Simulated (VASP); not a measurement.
# Ta2Bi2O (P-3m1) in VASP: a series of runs

Ta2Bi2O is run at these levels: PBE; tasks: single point.

Everything below comes from runs of VASP 6.6.1. Logs are shortened: lines on timing, memory, paths and dates and some standing lists are left out, and cuts for length are marked.

## (1) The cell of the first run

The structure is trigonal, space group P-3m1 (No. 164). Conventional cell: a = 3.435 Å, b = 3.435 Å, c = 10.758 Å, α = 90.00°, β = 90.00°, γ = 120.00°. Ta (site symmetry 3m) has 3 O at 2.22 Å and 3 Ta at 2.80 Å within 2.9 Å. Bi (site symmetry 3m) has 3 Ta at 3.11 Å and 1 O at 3.39 Å and 7 Bi at 3.44 to 3.98 Å within 4.1 Å. Within 2.9 Å of O (site symmetry -3m) lie 6 Ta at 2.22 Å.

The cell was generated, and may not be a known phase.

## (2) Single point, PBE

File INCAR:

```
PREC = Accurate
ENCUT = 520
EDIFF = 1E-7
ISMEAR = 0
SIGMA = 0.15
LREAL = F
LASPH = T
NELM = 80
ALGO = Normal
ISIF = 2
LWAVE = F
LCHARG = T
GGA = PE
LELF = T
LVHAR = T
NBANDS = 37
```

File KPOINTS:

```
regular mesh
0
Gamma
  4 4 2
```

File POSCAR:

```
Ta2Bi2O
1.0
    3.4353482747      0.0000000026      0.0000000000
   -1.7176741396      2.9750988754      0.0000000000
    0.0000000000      0.0000000000     10.7579879885
Ta Bi O
2 2 1
Direct
    0.3333333333      0.6666666667      0.4082475949
    0.6666666667      0.3333333333      0.5917524051
    0.0000000000      0.0000000000      0.1851424706
    0.0000000000      0.0000000000      0.8148575294
    0.0000000000      0.0000000000      0.5000000000
```

Potentials or basis: VASP PAW PBE potentials, release 64 (Ta_pv, Bi_d, O).

Started as:

```console
$ cat potpaw_PBE.64/Ta_pv/POTCAR potpaw_PBE.64/Bi_d/POTCAR potpaw_PBE.64/O/POTCAR > POTCAR
$ mpirun -np 1 vasp_std > vasp.out
```

OUTCAR:

```text
PREC = Accurate
   ENCUT = 520
   EDIFF = 1E-7
   ISMEAR = 0
   LREAL = F
   LASPH = T
   NELM = 80
   ISIF = 2
   GGA = PE

 ion  position               nearest neighbor table
   1  0.333  0.667  0.408-   5 2.22   5 2.22   5 2.22   2 2.80   2 2.80   2 2.80   3 3.11   3 3.11
                             3 3.11
   2  0.667  0.333  0.592-   5 2.22   5 2.22   5 2.22   1 2.80   1 2.80   1 2.80   4 3.11   4 3.11
                             4 3.11
   3  0.000  0.000  0.185-   1 3.11   1 3.11   1 3.11
   4  0.000  0.000  0.815-   2 3.11   2 3.11   2 3.11
   5  0.000  0.000  0.500-   1 2.22   2 2.22   1 2.22   2 2.22   2 2.22   1 2.22

  LATTYP: Found a hexagonal cell.
 ALAT       =     3.4353482747
 C/A-ratio  =     3.1315567239

  Lattice vectors:

 A1 = (   3.4353482747,   0.0000000026,   0.0000000000)
 A2 = (  -1.7176741396,   2.9750988754,   0.0000000000)
 A3 = (   0.0000000000,   0.0000000000,  10.7579879885)

Analysis of symmetry for initial positions (statically):
=====================================================================
 Subroutine PRICEL returns:
 Original cell was already a primitive cell.

 Routine SETGRP: Setting up the symmetry group for a
 hexagonal supercell.

 Subroutine GETGRP returns: Found 12 space group operations
 (whereof 12 operations were pure point group operations)
 out of a pool of 24 trial point group operations.

The static configuration has the point symmetry D_3d.

Analysis of symmetry for dynamics (positions and initial velocities):
=====================================================================
 Subroutine PRICEL returns:
 Original cell was already a primitive cell.

 Routine SETGRP: Setting up the symmetry group for a
 hexagonal supercell.

 Subroutine GETGRP returns: Found 12 space group operations
 (whereof 12 operations were pure point group operations)
 out of a pool of 24 trial point group operations.

The dynamic configuration has the point symmetry D_3d.

 Subroutine INISYM returns: Found 12 space group operations
 (whereof 12 operations are pure point group operations),
 and found     1 'primitive' translations

----------------------------------------------------------------------------------------

                                     Primitive cell

  volume of cell :     109.9520

  direct lattice vectors                    reciprocal lattice vectors
     3.435348275  0.000000003  0.000000000     0.291091301  0.168061641  0.000000000
    -1.717674140  2.975098875  0.000000000    -0.000000000  0.336123282  0.000000000
     0.000000000  0.000000000 10.757987989     0.000000000  0.000000000  0.092954184

  length of vectors
     3.435348275  3.435348275 10.757987989     0.336123282  0.336123282  0.092954184

  position of ions in fractional coordinates (direct lattice)
     0.333333333  0.666666667  0.408247595
     0.666666667  0.333333333  0.591752405
     0.000000000  0.000000000  0.185142471
     0.000000000  0.000000000  0.814857529
     0.000000000  0.000000000  0.500000000

  ion indices of the primitive-cell ions
   primitive index   ion index
                 1           1
                 2           2
                 3           3
                 4           4
                 5           5

----------------------------------------------------------------------------------------

 KPOINTS: regular mesh

Automatic generation of k-mesh.
 Grid dimensions read from file:
 generate k-points for:    4    4    2

 Generating k-lattice:

  Cartesian coordinates                     Fractional coordinates (reciprocal lattice)
     0.072772825  0.042015410  0.000000000     0.250000000  0.000000000  0.000000000
    -0.000000000  0.084030821  0.000000000     0.000000000  0.250000000  0.000000000
     0.000000000  0.000000000  0.046477092     0.000000000  0.000000000  0.500000000

  Length of vectors
     0.084030821  0.084030821  0.046477092

  Shift w.r.t. Gamma in fractional coordinates (k-lattice)
     0.000000000  0.000000000  0.000000000

 Subroutine IBZKPT returns following result:
 ===========================================

 Found      8 irreducible k-points:

 Following reciprocal coordinates:
            Coordinates               Weight
  0.000000  0.000000  0.000000      1.000000
  0.250000 -0.000000  0.000000      6.000000
  0.500000 -0.000000  0.000000      3.000000
  0.250000  0.250000  0.000000      6.000000
  0.000000  0.000000  0.500000      1.000000
  0.250000 -0.000000  0.500000      6.000000
  0.500000 -0.000000  0.500000      3.000000
  0.250000  0.250000  0.500000      6.000000
   k-points           NKPTS =      8   k-points in BZ     NKDIM =      8   number of bands    NBANDS=     37
   number of dos      NEDOS =    301   number of ions     NIONS =      5
   total plane-waves  NPLWV =  62720
   dimension x,y,z NGX =    28 NGY =   28 NGZ =   80
   dimension x,y,z NGXF=    56 NGYF=   56 NGZF=  160
   ions per type =               2   2   1
   NGX,Y,Z   is equivalent  to a cutoff of  13.55, 13.55, 12.36 a.u.
   NGXF,Y,Z  is equivalent  to a cutoff of  27.10, 27.10, 24.73 a.u.
 SYSTEM =  unknown system
   PREC   = accura    normal or accurate (medium, high low for compatibility)
   ISTART =      0    job   : 0-new  1-cont  2-samecut
   ICHARG =      2    charge: 1-file 2-atom 10-const
   ISPIN  =      1    spin polarized calculation?
   LNONCOLLINEAR =      F non collinear calculations
   LSORBIT =      F    spin-orbit coupling
   LASPH  =      T    aspherical Exc in radial PAW
   ENCUT  =  520.0 eV  38.22 Ry    6.18 a.u.   6.39  6.39 20.00*2*pi/ulx,y,z
   NELM   =     80;   NELMIN=  2; NELMDL= -5     # of ELM steps
   EDIFF  = 0.1E-06   stopping-criterion for ELM
   LREAL  =      F    real-space projection
   EDIFFG = 0.1E-05   stopping-criterion for IOM
   NSW    =      0    number of steps for IOM
   IBRION =     -1    ionic relax: 0-MD 1-quasi-New 2-CG
   NFREE  =      0    steps in history (QN), initial steepest desc. (CG)
   ISIF   =      2    stress and relaxation
   ISYM   =      2    0-nonsym 1-usesym 2-fastsym
   POTIM  = 0.5000    time-step for ionic-motion
   TEBEG  =    0.0;   TEEND  =   0.0 temperature during run
   PSTRESS=    0.0 pullay stress
   NELECT =      58.0000    total number of electrons
   NUPDOWN=      -1.0000    fix difference up-down
   EMIN   =  10.00;   EMAX   =-10.00  energy-range for DOS
   EFERMI =   0.00;   METHOD = LEGACY
   ISMEAR =     0;   SIGMA  =   0.15  broadening in eV -4-tet -1-fermi 0-gaus
   EFERMI_NEDOS =   21; number of points for ismear=-14 and -15
   IALGO  =     38    algorithm
   IMIX   =      4    mixing-type and parameters
     AMIX     =   0.40;   BMIX     =  1.00
     AMIX_MAG =   1.60;   BMIX_MAG =  1.00
  volume/ion in A,a.u.               =      21.99       148.40
  Fermi-wavevector in a.u.,A,eV,Ry     =   1.322766  2.499666 23.806255  1.749710
  Thomas-Fermi vector in A             =   2.452423
   LORBIT       =      0    0 simple, 1 ext, 2 COOP (PROOUT), +10 PAW based schemes
   GGA     = PE    functional components
   LHFCALC =     F    Hartree Fock is set to
   AEXX    =    0.0000 exact exchange contribution
   IVDW    =     0    specifies the selected vdW correction
   LEPSILON=     F    determine dielectric tensor
   LRPA    =     F    only Hartree local field effects (RPA)
 non-spin polarized calculation
 Gauss-broadening in eV      SIGMA  =   0.15
  energy-cutoff  :      520.00
  volume of cell :      109.95
 maximum number of plane-waves:      2983
 NGX is ok and might be reduce to    28
   NGX = 13   NGY = 13   NGZ = 41

 number of electron      57.9999995 magnetization

 Free energy of the ion-electron system (eV)
  ---------------------------------------------------
  ext. energy  EPLUGINS =         0.00000000
  ---------------------------------------------------
  free energy    TOTEN  =       -38.20239271 eV

  energy without entropy =      -38.17939045  energy(sigma->0) =      -38.19089158

 E-fermi :   7.3517     XC(G=0): -10.8137

 val. band max:        6.5444991218   @ k =   0.5000  -0.0000   0.5000
 cond. band min:       7.3750282573   @ k =   0.2500  -0.0000   0.0000
 fundamental gap:      0.8305291355
 Fermi energy:         7.3516572035

 k-point     1 :       0.0000    0.0000    0.0000
  band No.  band energies     occupation
      1     -28.8143      2.00000
      2     -28.5271      2.00000
      3     -28.5271      2.00000
      4     -28.2983      2.00000
      5     -28.2983      2.00000
      6     -28.1018      2.00000
[... 29 lines left out ...]
     36      12.2449      0.00000
     37      12.2451      0.00000

 k-point     2 :       0.2500   -0.0000    0.0000
  band No.  band energies     occupation
      1     -28.8457      2.00000
      2     -28.6949      2.00000
      3     -28.5966      2.00000
      4     -28.3067      2.00000
      5     -28.2823      2.00000
      6     -28.0992      2.00000
[... 29 lines left out ...]
     36      10.4331      0.00000
     37      10.7556      0.00000

 k-point     3 :       0.5000   -0.0000    0.0000
  band No.  band energies     occupation
      1     -28.9396      2.00000
      2     -28.8013      2.00000
      3     -28.6562      2.00000
      4     -28.2759      2.00000
      5     -28.2411      2.00000
      6     -28.1631      2.00000
[... 29 lines left out ...]
     36      10.0768      0.00000
     37      11.2588      0.00000

 k-point     4 :       0.2500    0.2500    0.0000
  band No.  band energies     occupation
      1     -28.8859      2.00000
      2     -28.7801      2.00000
      3     -28.7263      2.00000
      4     -28.3270      2.00000
      5     -28.2255      2.00000
      6     -28.1353      2.00000
[... 29 lines left out ...]
     36      10.4320      0.00000
     37      10.4531      0.00000

 k-point     5 :       0.0000    0.0000    0.5000
  band No.  band energies     occupation
      1     -28.8143      2.00000
      2     -28.5271      2.00000
      3     -28.5271      2.00000
      4     -28.2983      2.00000
      5     -28.2983      2.00000
      6     -28.1018      2.00000
[... 29 lines left out ...]
     36      10.6047      0.00000
     37      12.0003      0.00000

 k-point     6 :       0.2500   -0.0000    0.5000
  band No.  band energies     occupation
      1     -28.8457      2.00000
      2     -28.6949      2.00000
      3     -28.5966      2.00000
      4     -28.3067      2.00000
      5     -28.2823      2.00000
      6     -28.0992      2.00000
[... 29 lines left out ...]
     36      10.4611      0.00000
     37      10.8175      0.00000

 k-point     7 :       0.5000   -0.0000    0.5000
  band No.  band energies     occupation
      1     -28.9395      2.00000
      2     -28.8013      2.00000
      3     -28.6562      2.00000
      4     -28.2759      2.00000
      5     -28.2411      2.00000
      6     -28.1631      2.00000
[... 29 lines left out ...]
     36       9.8666      0.00000
     37      11.0409      0.00000

 k-point     8 :       0.2500    0.2500    0.5000
  band No.  band energies     occupation
      1     -28.8858      2.00000
      2     -28.7800      2.00000
      3     -28.7263      2.00000
      4     -28.3270      2.00000
      5     -28.2255      2.00000
      6     -28.1353      2.00000
[... 29 lines left out ...]
     36      10.4187      0.00000
     37      10.6032      0.00000

------------------------ aborting loop because EDIFF is reached ----------------------------------------

  FORCE on cell =-STRESS in cart. coord.  units (eV):
  Direction    XX          YY          ZZ          XY          YZ          ZX
  --------------------------------------------------------------------------------------
  -------------------------------------------------------------------------------------
  Total        0.0395484      0.0395484      0.2152501      0.0000000     -0.0000000     -0.0000000
  in kB        0.5762834      0.5762834      3.1365395      0.0000000     -0.0000000     -0.0000000
  external PRESSURE =       1.4297021 kB  Pullay stress =       0.0000000 kB

 VOLUME and BASIS-vectors are now :
 -----------------------------------------------------------------------------
  energy-cutoff  :      520.00
  volume of cell :      109.95
      direct lattice vectors                 reciprocal lattice vectors
     3.435348275  0.000000003  0.000000000     0.291091301  0.168061641  0.000000000
    -1.717674140  2.975098875  0.000000000    -0.000000000  0.336123282  0.000000000
     0.000000000  0.000000000 10.757987989     0.000000000  0.000000000  0.092954184

 POSITION                                       TOTAL-FORCE (eV/Angst)
 -----------------------------------------------------------------------------------
     -0.00000      1.98340      4.39192        -0.000000      0.000000     -0.060177
      1.71767      0.99170      6.36607         0.000000     -0.000000      0.060177
      0.00000      0.00000      1.99176         0.000000     -0.000000      0.004047
      0.00000      0.00000      8.76623        -0.000000      0.000000     -0.004047
      0.00000      0.00000      5.37899         0.000000     -0.000000      0.000000
 -----------------------------------------------------------------------------------
    total drift:                                0.000000      0.000000      0.000000

  FREE ENERGIE OF THE ION-ELECTRON SYSTEM (eV)
  ---------------------------------------------------
  free  energy   TOTEN  =       -38.2023927091 eV

  energy  without entropy=      -38.1793904495  energy(sigma->0) =      -38.19089158
```

Wall time 38 s (1 thread of Intel Xeon Platinum 8488C (Sapphire Rapids), shared host); peak memory 0.25 GiB.

What came out:

```yaml
Free_energy: -38.2024 eV
Pressure: 0.1 GPa
Largest_force: 0.060 eV/Å
Band_gap_on_the_k_mesh: zero (bands 29 and 30 overlap by 1.93 eV)
```

Forces in eV/Å, atoms in the order of the input:
```
Ta   0.000  0.000 -0.060
Ta   0.000  0.000  0.060
Bi   0.000  0.000  0.004
Bi   0.000  0.000 -0.004
O    0.000  0.000  0.000
```

Caveat: the k points lie up to 0.53 Å⁻¹ apart, too coarse for converged energies and pressures of a metal; spin-orbit coupling is left out, which moves the levels of the heavy elements.

[end of part 1 of 2]

The gap in the log of VASP goes by the Fermi energy; the results here count the filled bands.